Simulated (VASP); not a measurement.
# O (Pm-3m) in VASP: a series of runs

Runs on O. Level: LDA. Tasks: single point.

Everything below comes from runs of VASP 6.6.1. Logs are shortened: lines on timing, memory, paths and dates and some standing lists are left out, and cuts for length are marked.

**1. The cell of the first run**

Symmetry: Pm-3m, No. 221, cubic system. Conventional cell: a = 1.802 Å, b = 1.802 Å, c = 1.802 Å, α = 90.00°, β = 90.00°, γ = 90.00°. Within 2.4 Å of O (site symmetry m-3m) lie 6 O at 1.80 Å.

**2. Single point, LDA (5.85 Å³/atom)**

The input, INCAR:

```
SYSTEM = O
PREC = Accurate ; ENCUT = 600
EDIFF = 1E-6 ; ISMEAR = -1
SIGMA = 0.05 ; LREAL = .FALSE.
LASPH = .TRUE. ; NELM = 120
ALGO = Normal ; ISIF = 2
LWAVE = .FALSE. ; LCHARG = .FALSE.
GGA = CA ; NBANDS = 9
GGA_COMPAT = .FALSE.
```

The input, KPOINTS:

```
regular mesh
0
G
  18 18 18
  0 0 0
```

The input, POSCAR:

```
O
1.0
    1.8015480499      0.0000000000      0.0000000000
    0.0000000000      1.8015480499      0.0000000000
    0.0000000000      0.0000000000      1.8015480499
O
1
Direct
    0.0000000000      0.0000000000      0.0000000000
```

Potentials or basis: VASP PAW LDA potentials, release 64 (O).

Launch:

```
cat potpaw_LDA.64/O/POTCAR > POTCAR
mpirun -np 1 vasp_std > vasp.out
```

OUTCAR:

```text
SYSTEM = O
   PREC = Accurate
   ENCUT = 600
   EDIFF = 1E-6
   ISMEAR = -1
   LREAL = .FALSE.
   LASPH = .TRUE.
   NELM = 120
   ISIF = 2
   GGA = CA

 ion  position               nearest neighbor table
   1  0.000  0.000  0.000-

  LATTYP: Found a simple cubic cell.
 ALAT       =     1.8015480499

  Lattice vectors:

 A1 = (   1.8015480499,   0.0000000000,   0.0000000000)
 A2 = (   0.0000000000,   1.8015480499,   0.0000000000)
 A3 = (   0.0000000000,   0.0000000000,   1.8015480499)

Analysis of symmetry for initial positions (statically):
=====================================================================
 Subroutine PRICEL returns:
 Original cell was already a primitive cell.

 Routine SETGRP: Setting up the symmetry group for a
 simple cubic supercell.

 Subroutine GETGRP returns: Found 48 space group operations
 (whereof 48 operations were pure point group operations)
 out of a pool of 48 trial point group operations.

The static configuration has the point symmetry O_h .

Analysis of symmetry for dynamics (positions and initial velocities):
=====================================================================
 Subroutine PRICEL returns:
 Original cell was already a primitive cell.

 Routine SETGRP: Setting up the symmetry group for a
 simple cubic supercell.

 Subroutine GETGRP returns: Found 48 space group operations
 (whereof 48 operations were pure point group operations)
 out of a pool of 48 trial point group operations.

The dynamic configuration has the point symmetry O_h .

 Subroutine INISYM returns: Found 48 space group operations
 (whereof 48 operations are pure point group operations),
 and found     1 'primitive' translations

----------------------------------------------------------------------------------------

                                     Primitive cell

  volume of cell :       5.8471

  direct lattice vectors                    reciprocal lattice vectors
     1.801548050  0.000000000  0.000000000     0.555078173  0.000000000  0.000000000
     0.000000000  1.801548050  0.000000000     0.000000000  0.555078173  0.000000000
     0.000000000  0.000000000  1.801548050     0.000000000  0.000000000  0.555078173

  length of vectors
     1.801548050  1.801548050  1.801548050     0.555078173  0.555078173  0.555078173

  position of ions in fractional coordinates (direct lattice)
     0.000000000  0.000000000  0.000000000

  ion indices of the primitive-cell ions
   primitive index   ion index
                 1           1

----------------------------------------------------------------------------------------

 KPOINTS: regular mesh

Automatic generation of k-mesh.
 Grid dimensions read from file:
 generate k-points for:   18   18   18

 Generating k-lattice:

  Cartesian coordinates                     Fractional coordinates (reciprocal lattice)
     0.030837676  0.000000000  0.000000000     0.055555556  0.000000000  0.000000000
     0.000000000  0.030837676  0.000000000     0.000000000  0.055555556  0.000000000
     0.000000000  0.000000000  0.030837676     0.000000000  0.000000000  0.055555556

  Length of vectors
     0.030837676  0.030837676  0.030837676

  Shift w.r.t. Gamma in fractional coordinates (k-lattice)
     0.000000000  0.000000000  0.000000000

 Subroutine IBZKPT returns following result:
 ===========================================

 Found    220 irreducible k-points:

 Following reciprocal coordinates:
            Coordinates               Weight
  0.000000  0.000000  0.000000      1.000000
  0.055556  0.000000  0.000000      6.000000
  0.111111  0.000000  0.000000      6.000000
  0.166667  0.000000  0.000000      6.000000
  0.222222  0.000000  0.000000      6.000000
  0.277778  0.000000  0.000000      6.000000
[... 16 lines left out ...]
  0.277778  0.111111  0.000000     24.000000
  0.333333  0.111111  0.000000     24.000000
 [... further k-points ...]
   k-points           NKPTS =    220   k-points in BZ     NKDIM =    220   number of bands    NBANDS=      9
   number of dos      NEDOS =    301   number of ions     NIONS =      1
   total plane-waves  NPLWV =   2744
   dimension x,y,z NGX =    14 NGY =   14 NGZ =   14
   dimension x,y,z NGXF=    28 NGYF=   28 NGZF=   28
   ions per type =               1
   NGX,Y,Z   is equivalent  to a cutoff of  12.92, 12.92, 12.92 a.u.
   NGXF,Y,Z  is equivalent  to a cutoff of  25.84, 25.84, 25.84 a.u.
 SYSTEM =  O
   PREC   = accura    normal or accurate (medium, high low for compatibility)
   ISTART =      0    job   : 0-new  1-cont  2-samecut
   ICHARG =      2    charge: 1-file 2-atom 10-const
   ISPIN  =      1    spin polarized calculation?
   LNONCOLLINEAR =      F non collinear calculations
   LSORBIT =      F    spin-orbit coupling
   LASPH  =      T    aspherical Exc in radial PAW
   ENCUT  =  600.0 eV  44.10 Ry    6.64 a.u.   3.60  3.60  3.60*2*pi/ulx,y,z
   NELM   =    120;   NELMIN=  2; NELMDL= -5     # of ELM steps
   EDIFF  = 0.1E-05   stopping-criterion for ELM
   LREAL  =      F    real-space projection
   EDIFFG = 0.1E-04   stopping-criterion for IOM
   NSW    =      0    number of steps for IOM
   IBRION =     -1    ionic relax: 0-MD 1-quasi-New 2-CG
   NFREE  =      0    steps in history (QN), initial steepest desc. (CG)
   ISIF   =      2    stress and relaxation
   ISYM   =      2    0-nonsym 1-usesym 2-fastsym
   POTIM  = 0.5000    time-step for ionic-motion
   TEBEG  =    0.0;   TEEND  =   0.0 temperature during run
   PSTRESS=    0.0 pullay stress
   NELECT =       6.0000    total number of electrons
   NUPDOWN=      -1.0000    fix difference up-down
   EMIN   =  10.00;   EMAX   =-10.00  energy-range for DOS
   EFERMI =   0.00;   METHOD = LEGACY
   ISMEAR =    -1;   SIGMA  =   0.05  broadening in eV -4-tet -1-fermi 0-gaus
   EFERMI_NEDOS =   21; number of points for ismear=-14 and -15
   IALGO  =     38    algorithm
   IMIX   =      4    mixing-type and parameters
     AMIX     =   0.40;   BMIX     =  1.00
     AMIX_MAG =   1.60;   BMIX_MAG =  1.00
  volume/ion in A,a.u.               =       5.85        39.46
  Fermi-wavevector in a.u.,A,eV,Ry     =   1.651250  3.120409 37.097990  2.726625
  Thomas-Fermi vector in A             =   2.740061
   LORBIT       =      0    0 simple, 1 ext, 2 COOP (PROOUT), +10 PAW based schemes
   GGA     = CA    functional components
   LHFCALC =     F    Hartree Fock is set to
   AEXX    =    0.0000 exact exchange contribution
   IVDW    =     0    specifies the selected vdW correction
   LEPSILON=     F    determine dielectric tensor
   LRPA    =     F    only Hartree local field effects (RPA)
 non-spin polarized calculation
  energy-cutoff  :      600.00
  volume of cell :        5.85
 maximum number of plane-waves:       208
   NGX =  7   NGY =  7   NGZ =  7

 number of electron       6.0000006 magnetization

 Free energy of the ion-electron system (eV)
  ---------------------------------------------------
  ext. energy  EPLUGINS =         0.00000000
  ---------------------------------------------------
  free energy    TOTEN  =        -3.64588156 eV

  energy without entropy =       -3.64145662  energy(sigma->0) =       -3.64366909

 E-fermi :   7.3351     XC(G=0): -14.2512

 val. band max:        7.3312585651   @ k =   0.3889   0.3889   0.2222
 cond. band min:       7.3359468396   @ k =   0.5000   0.3333   0.2222
 fundamental gap:      0.0046882745
 Fermi energy:         7.3350561997

 k-point     1 :       0.0000    0.0000    0.0000
  band No.  band energies     occupation
      1     -19.2023      2.00000
      2       8.6508      0.00000
      3       8.6508      0.00000
      4       8.6508      0.00000
      5      27.1603      0.00000
      6      36.0332      0.00000
      7      36.0332      0.00000
      8      58.9685      0.00000
      9      58.9685      0.00000

 k-point     2 :       0.0556    0.0000    0.0000
  band No.  band energies     occupation
      1     -19.0980      2.00000
      2       8.1819      0.00000
      3       8.6938      0.00000
      4       8.6938      0.00000
      5      27.2900      0.00000
      6      36.1640      0.00000
      7      36.3827      0.00000
      8      58.6336      0.00000
      9      58.6348      0.00000

 k-point     3 :       0.1111    0.0000    0.0000
  band No.  band energies     occupation
      1     -18.7869      2.00000
      2       6.8977      1.99968
      3       8.8190      0.00000
      4       8.8190      0.00000
      5      27.6345      0.00000
      6      36.5547      0.00000
      7      37.2902      0.00000
      8      57.6782      0.00000
      9      57.6782      0.00000

 k-point     4 :       0.1667    0.0000    0.0000
  band No.  band energies     occupation
      1     -18.2756      2.00000
      2       5.0669      2.00000
      3       9.0144      0.00000
      4       9.0144      0.00000
      5      28.1167      0.00000
      6      37.1996      0.00000
      7      38.3858      0.00000
      8      56.2443      0.00000
      9      56.2443      0.00000
[... 205 lines left out ...]
 k-point    22 :       0.2222    0.1111    0.0000
  band No.  band energies     occupation
      1     -17.1712      2.00000
      2       3.2232      2.00000
      3       7.6664      0.00265
      4       9.4179      0.00000
      5      28.7660      0.00000
      6      38.6493      0.00000
      7      39.9222      0.00000
      8      52.1120      0.00000
      9      54.6467      0.00000

 k-point    23 :       0.2778    0.1111    0.0000
  band No.  band energies     occupation
      1     -16.3164      2.00000
      2       1.0675      2.00000
      3       8.0094      0.00000
      4       9.6828      0.00000
      5      29.1420      0.00000
      6      39.2853      0.00000
      7      40.4645      0.00000
      8      50.6766      0.00000
      9      53.1833      0.00000

 k-point    24 :       0.3333    0.1111    0.0000
  band No.  band energies     occupation
      1     -15.3475      2.00000
      2      -1.0021      2.00000
      3       8.3475      0.00000
      4       9.9396      0.00000
      5      29.4718      0.00000
      6      39.4360      0.00000
      7      41.2392      0.00000
      8      49.2480      0.00000
      9      51.8188      0.00000

 [... further k-points ...]

------------------------ aborting loop because EDIFF is reached ----------------------------------------

  FORCE on cell =-STRESS in cart. coord.  units (eV):
  Direction    XX          YY          ZZ          XY          YZ          ZX
  --------------------------------------------------------------------------------------
  -------------------------------------------------------------------------------------
  Total        2.9794511      2.9794511      2.9794511      0.0000000      0.0000000      0.0000000
  in kB      816.4118535    816.4118535    816.4118535      0.0000000      0.0000000      0.0000000
  external PRESSURE =     816.4118535 kB  Pullay stress =       0.0000000 kB

 VOLUME and BASIS-vectors are now :
 -----------------------------------------------------------------------------
  energy-cutoff  :      600.00
  volume of cell :        5.85
      direct lattice vectors                 reciprocal lattice vectors
     1.801548050  0.000000000  0.000000000     0.555078173  0.000000000  0.000000000
     0.000000000  1.801548050  0.000000000     0.000000000  0.555078173  0.000000000
     0.000000000  0.000000000  1.801548050     0.000000000  0.000000000  0.555078173

 POSITION                                       TOTAL-FORCE (eV/Angst)
 -----------------------------------------------------------------------------------
      0.00000      0.00000      0.00000         0.000000      0.000000      0.000000
 -----------------------------------------------------------------------------------
    total drift:                               -0.000000     -0.000000     -0.000000

  FREE ENERGIE OF THE ION-ELECTRON SYSTEM (eV)
  ---------------------------------------------------
  free  energy   TOTEN  =        -3.6458815622 eV

  energy  without entropy=       -3.6414566202  energy(sigma->0) =       -3.64366909
```

It took 3.9 s on 1 thread of Intel Xeon Platinum 8259CL at 2.50GHz (Skylake/Cascade Lake), shared host; peak memory 0.11 GiB.

Results:

| Property | Result |
| --- | --- |
| Free energy | -3.6459 eV |
| Pressure | 81.6 GPa |
| Band gap on the k mesh | zero (bands 3 and 4 overlap by 8.25 eV) |

Levels at points of the mesh, in eV from the Fermi level:
| k point | band 1 | band 2 | band 3 | band 4 | band 5 | band 6 | band 7 |
| --- | --- | --- | --- | --- | --- | --- | --- |
| (0.00, 0.00, 0.00) | -26.54 | 1.32 | 1.32 | 1.32 | 19.83 | 28.70 | 28.70 |
| (0.50, 0.00, 0.00) | -20.92 | -12.35 | 2.88 | 2.88 | 23.90 | 31.00 | 36.13 |
| (0.50, 0.50, 0.00) | -15.84 | -8.36 | -8.36 | 4.14 | 11.79 | 35.95 | 35.95 |
| (0.50, 0.50, 0.50) | -11.17 | -5.37 | -5.37 | -5.37 | 20.87 | 20.87 | 20.87 |

Caveat: the cell stands under pressure.

**3. Single point, LDA**

The input, INCAR:

```
SYSTEM = O
ALGO = Normal
EDIFF = 1E-6
ENCUT = 600
GGA_COMPAT = .FALSE.
ISIF = 2
ISMEAR = -1
LASPH = .TRUE.
LCHARG = .FALSE.
LREAL = .FALSE.
LWAVE = .FALSE.
NBANDS = 9
NELM = 120
PREC = Accurate
SIGMA = 0.05
```

The input, KPOINTS:

```
k-points
0
G
  18 18 18
  0 0 0
```

POSCAR is that of step 2.

Potentials or basis: VASP PAW LDA potentials, release 64 (O).

Launch:

```
cat potpaw_LDA.64/O/POTCAR > POTCAR
mpirun -np 1 vasp_std > vasp.out
```

Run time: 4 s. Hardware: 1 thread of Intel Xeon Platinum 8259CL at 2.50GHz (Skylake/Cascade Lake), shared host; peak memory 0.11 GiB.

Results (log left out):

```
Free energy            : -3.6459 eV
Pressure               : 81.6 GPa
Band gap on the k mesh : zero (bands 3 and 4 overlap by 8.25 eV)
```

Levels at points of the mesh, in eV from the Fermi level:
```
           k point  band 1  band 2  band 3  band 4  band 5  band 6
(0.00, 0.00, 0.00)  -26.54    1.32    1.32    1.32   19.83   28.70
(0.50, 0.00, 0.00)  -20.92  -12.35    2.88    2.88   23.90   31.00
(0.50, 0.50, 0.00)  -15.84   -8.36   -8.36    4.14   11.79   35.95
(0.50, 0.50, 0.50)  -11.17   -5.37   -5.37   -5.37   20.87   20.87
```

Caveat: the cell stands under pressure.
